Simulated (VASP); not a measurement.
# PbSe (Clausthalite) (Fm-3m) in VASP: single point with PBE

Aim: the single point of PbSe (Clausthalite) with PBE.

All numbers are computed with VASP 6.6.1; they aren't measurements. Logs are shortened: lines on timing, memory, paths and dates and some standing lists are left out, and cuts for length are marked.

### 1 The cell of the first run

Symmetry: Fm-3m, No. 225, cubic system. Conventional cell: a = 6.121 Å, b = 6.121 Å, c = 6.121 Å, α = 90.00°, β = 90.00°, γ = 90.00°. Pb (site symmetry m-3m) has 6 Se at 3.06 Å within 4.0 Å. Within 4.0 Å of Se (site symmetry m-3m) lie 6 Pb at 3.06 Å.

### 2 Single point, PBE

The input, INCAR:

```
PREC = Accurate
ENCUT = 520
EDIFF = 1E-7
ISMEAR = 0
SIGMA = 0.01
LREAL = F
LASPH = T
NELM = 80
ALGO = Normal
ISIF = 2
LWAVE = F
LCHARG = F
GGA = PE
NBANDS = 17
```

The input, KPOINTS:

```
regular mesh
0
Gamma
  4 4 4
```

The input, POSCAR:

```
PbSe
1.0
    0.0000000000      3.0606500000      3.0606500000
    3.0606500000      0.0000000000      3.0606500000
    3.0606500000      3.0606500000      0.0000000000
Pb Se
1 1
Direct
    0.0000000000      0.0000000000      0.0000000000
    0.5000000000      0.5000000000      0.5000000000
```

Potentials or basis: VASP PAW PBE potentials, release 64 (Pb_d, Se).

On the command line:

```sh
cat potpaw_PBE.64/Pb_d/POTCAR potpaw_PBE.64/Se/POTCAR > POTCAR
mpirun -np 1 vasp_std > vasp.out
```

OUTCAR:

```text
PREC = Accurate
   ENCUT = 520
   EDIFF = 1E-7
   ISMEAR = 0
   LREAL = F
   LASPH = T
   NELM = 80
   ISIF = 2
   GGA = PE

 ion  position               nearest neighbor table
   1  0.000  0.000  0.000-   2 3.06   2 3.06   2 3.06   2 3.06   2 3.06   2 3.06
   2  0.500  0.500  0.500-   1 3.06   1 3.06   1 3.06   1 3.06   1 3.06   1 3.06

  LATTYP: Found a face centered cubic cell.
 ALAT       =     6.1213000000

  Lattice vectors:

 A1 = (   0.0000000000,   3.0606500000,   3.0606500000)
 A2 = (   3.0606500000,   0.0000000000,   3.0606500000)
 A3 = (   3.0606500000,   3.0606500000,   0.0000000000)

Analysis of symmetry for initial positions (statically):
=====================================================================
 Subroutine PRICEL returns:
 Original cell was already a primitive cell.

 Routine SETGRP: Setting up the symmetry group for a
 face centered cubic supercell.

 Subroutine GETGRP returns: Found 48 space group operations
 (whereof 48 operations were pure point group operations)
 out of a pool of 48 trial point group operations.

The static configuration has the point symmetry O_h .

Analysis of symmetry for dynamics (positions and initial velocities):
=====================================================================
 Subroutine PRICEL returns:
 Original cell was already a primitive cell.

 Routine SETGRP: Setting up the symmetry group for a
 face centered cubic supercell.

 Subroutine GETGRP returns: Found 48 space group operations
 (whereof 48 operations were pure point group operations)
 out of a pool of 48 trial point group operations.

The dynamic configuration has the point symmetry O_h .

 Subroutine INISYM returns: Found 48 space group operations
 (whereof 48 operations are pure point group operations),
 and found     1 'primitive' translations

----------------------------------------------------------------------------------------

                                     Primitive cell

  volume of cell :      57.3418

  direct lattice vectors                    reciprocal lattice vectors
     0.000000000  3.060650000  3.060650000    -0.163363991  0.163363991  0.163363991
     3.060650000  0.000000000  3.060650000     0.163363991 -0.163363991  0.163363991
     3.060650000  3.060650000  0.000000000     0.163363991  0.163363991 -0.163363991

[... 61 lines left out ...]
   LNONCOLLINEAR =      F non collinear calculations
   LSORBIT =      F    spin-orbit coupling
   LASPH  =      T    aspherical Exc in radial PAW
   ENCUT  =  520.0 eV  38.22 Ry    6.18 a.u.   8.05  8.05  8.05*2*pi/ulx,y,z
   NELM   =     80;   NELMIN=  2; NELMDL= -5     # of ELM steps
   EDIFF  = 0.1E-06   stopping-criterion for ELM
   LREAL  =      F    real-space projection
   EDIFFG = 0.1E-05   stopping-criterion for IOM
   NSW    =      0    number of steps for IOM
   IBRION =     -1    ionic relax: 0-MD 1-quasi-New 2-CG
   NFREE  =      0    steps in history (QN), initial steepest desc. (CG)
   ISIF   =      2    stress and relaxation
   ISYM   =      2    0-nonsym 1-usesym 2-fastsym
   POTIM  = 0.5000    time-step for ionic-motion
   TEBEG  =    0.0;   TEEND  =   0.0 temperature during run
   PSTRESS=    0.0 pullay stress
   NELECT =      20.0000    total number of electrons
   NUPDOWN=      -1.0000    fix difference up-down
   EMIN   =  10.00;   EMAX   =-10.00  energy-range for DOS
   EFERMI =   0.00;   METHOD = LEGACY
   ISMEAR =     0;   SIGMA  =   0.01  broadening in eV -4-tet -1-fermi 0-gaus
   EFERMI_NEDOS =   21; number of points for ismear=-14 and -15
   IALGO  =     38    algorithm
   IMIX   =      4    mixing-type and parameters
     AMIX     =   0.40;   BMIX     =  1.00
     AMIX_MAG =   1.60;   BMIX_MAG =  1.00
  volume/ion in A,a.u.               =      28.67       193.48
  Fermi-wavevector in a.u.,A,eV,Ry     =   1.152377  2.177676 18.068159  1.327972
  Thomas-Fermi vector in A             =   2.289028
   LORBIT       =      0    0 simple, 1 ext, 2 COOP (PROOUT), +10 PAW based schemes
   GGA     = PE    functional components
   LHFCALC =     F    Hartree Fock is set to
   AEXX    =    0.0000 exact exchange contribution
   IVDW    =     0    specifies the selected vdW correction
   LEPSILON=     F    determine dielectric tensor
   LRPA    =     F    only Hartree local field effects (RPA)
 non-spin polarized calculation
 Gauss-broadening in eV      SIGMA  =   0.01
  energy-cutoff  :      520.00
  volume of cell :       57.34
 maximum number of plane-waves:      1572
   NGX = 17   NGY = 17   NGZ = 17

 number of electron      20.0000000 magnetization

 Free energy of the ion-electron system (eV)
  ---------------------------------------------------
  ext. energy  EPLUGINS =         0.00000000
  ---------------------------------------------------
  free energy    TOTEN  =        -8.16837173 eV

  energy without entropy =       -8.16837173  energy(sigma->0) =       -8.16837173

 E-fermi :   5.1110     XC(G=0):  -9.5337

 val. band max:        5.0657009381   @ k =   0.5000   0.0000   0.0000
 cond. band min:       5.3574279356   @ k =   0.5000   0.0000   0.0000
 fundamental gap:      0.2917269975
 Fermi energy:         5.1109771959

 k-point     1 :       0.0000    0.0000    0.0000
  band No.  band energies     occupation
      1     -11.7704      2.00000
      2     -11.7704      2.00000
      3     -11.7704      2.00000
      4     -11.7667      2.00000
      5     -11.7667      2.00000
      6      -8.5290      2.00000
[... 137 lines left out ...]
      4     -11.7581      2.00000
      5     -11.7257      2.00000
      6      -7.0638      2.00000
[... 9 lines left out ...]
     16      16.8647      0.00000
     17      17.7189      0.00000

------------------------ aborting loop because EDIFF is reached ----------------------------------------

  FORCE on cell =-STRESS in cart. coord.  units (eV):
  Direction    XX          YY          ZZ          XY          YZ          ZX
  --------------------------------------------------------------------------------------
  -------------------------------------------------------------------------------------
  Total        0.8677417      0.8677417      0.8677417      0.0000000      0.0000000      0.0000000
  in kB       24.2454374     24.2454374     24.2454374      0.0000000      0.0000000      0.0000000
  external PRESSURE =      24.2454374 kB  Pullay stress =       0.0000000 kB

 VOLUME and BASIS-vectors are now :
 -----------------------------------------------------------------------------
  energy-cutoff  :      520.00
  volume of cell :       57.34
      direct lattice vectors                 reciprocal lattice vectors
     0.000000000  3.060650000  3.060650000    -0.163363991  0.163363991  0.163363991
     3.060650000  0.000000000  3.060650000     0.163363991 -0.163363991  0.163363991
     3.060650000  3.060650000  0.000000000     0.163363991  0.163363991 -0.163363991

 POSITION                                       TOTAL-FORCE (eV/Angst)
 -----------------------------------------------------------------------------------
      0.00000      0.00000      0.00000         0.000000      0.000000     -0.000000
      3.06065      3.06065      3.06065        -0.000000      0.000000      0.000000
 -----------------------------------------------------------------------------------
    total drift:                                0.000000     -0.000000     -0.000000

  FREE ENERGIE OF THE ION-ELECTRON SYSTEM (eV)
  ---------------------------------------------------
  free  energy   TOTEN  =        -8.1683717253 eV

  energy  without entropy=       -8.1683717253  energy(sigma->0) =       -8.16837173
```

OSZICAR:

```text
N       E                     dE             d eps       ncg     rms          rms(c)
DAV:   1     0.154458090051E+03    0.15446E+03   -0.95108E+03   272   0.120E+03
DAV:   2     0.285092719132E+01   -0.15161E+03   -0.14518E+03   289   0.305E+02
DAV:   3    -0.813858820967E+01   -0.10990E+02   -0.10898E+02   322   0.896E+01
DAV:   4    -0.844610900814E+01   -0.30752E+00   -0.30733E+00   342   0.159E+01
DAV:   5    -0.845601181879E+01   -0.99028E-02   -0.99025E-02   390   0.298E+00    0.276E+00
DAV:   6    -0.817050301250E+01    0.28551E+00   -0.72750E-01   419   0.568E+00    0.156E+00
DAV:   7    -0.816552569831E+01    0.49773E-02   -0.11942E-01   334   0.165E+00    0.865E-01
DAV:   8    -0.816877185217E+01   -0.32462E-02   -0.13430E-02   355   0.124E+00    0.183E-01
DAV:   9    -0.816829426010E+01    0.47759E-03   -0.28363E-03   406   0.508E-01    0.496E-02
DAV:  10    -0.816836525114E+01   -0.70991E-04   -0.22535E-04   331   0.841E-02    0.175E-02
DAV:  11    -0.816837155963E+01   -0.63085E-05   -0.46723E-05   359   0.666E-02    0.646E-03
DAV:  12    -0.816837167262E+01   -0.11299E-06   -0.26007E-06   363   0.128E-02    0.168E-03
DAV:  13    -0.816837172533E+01   -0.52710E-07   -0.91655E-08   260   0.314E-03
   1 F= -.81683717E+01 E0= -.81683717E+01  d E =-.441094E-12
```

stdout:

```text
POSCAR found type information on POSCAR PbSe
 POSCAR found :  2 types and       2 ions
 scaLAPACK will be used
 LDA part: xc-table for (Slater+PW92), standard interpolation
 POSCAR, INCAR and KPOINTS ok, starting setup
 FFT: planning ... GRIDC
 FFT: planning ... GRID_SOFT
 FFT: planning ... GRID
 WAVECAR not read
 entering main loop
```

Wall time 11 s (1 thread of AMD EPYC 7R43 (Zen 3), shared host); peak memory 0.14 GiB.

Results:

| Quantity | Value |
| --- | --- |
| Free energy | -8.1684 eV |
| Pressure | 2.4 GPa |
| Band gap on the k mesh | 0.29 eV, direct |

Levels at points of the mesh, in eV from the valence-band top:
| k point | band 8 | band 9 | band 10 | band 11 | band 12 | band 13 |
| --- | --- | --- | --- | --- | --- | --- |
| (0.00, 0.00, 0.00) | -1.88 | -1.88 | -1.88 | 4.71 | 4.71 | 4.71 |
| (0.50, 0.00, 0.00) | -1.47 | -1.47 | 0.00 | 0.29 | 1.70 | 1.70 |
| (0.50, 0.50, 0.00) | -4.98 | -3.23 | -3.23 | 3.69 | 5.61 | 5.61 |

Caveat: the k points lie up to 0.44 Å⁻¹ apart; spin-orbit coupling is left out, which moves the levels of the heavy elements.
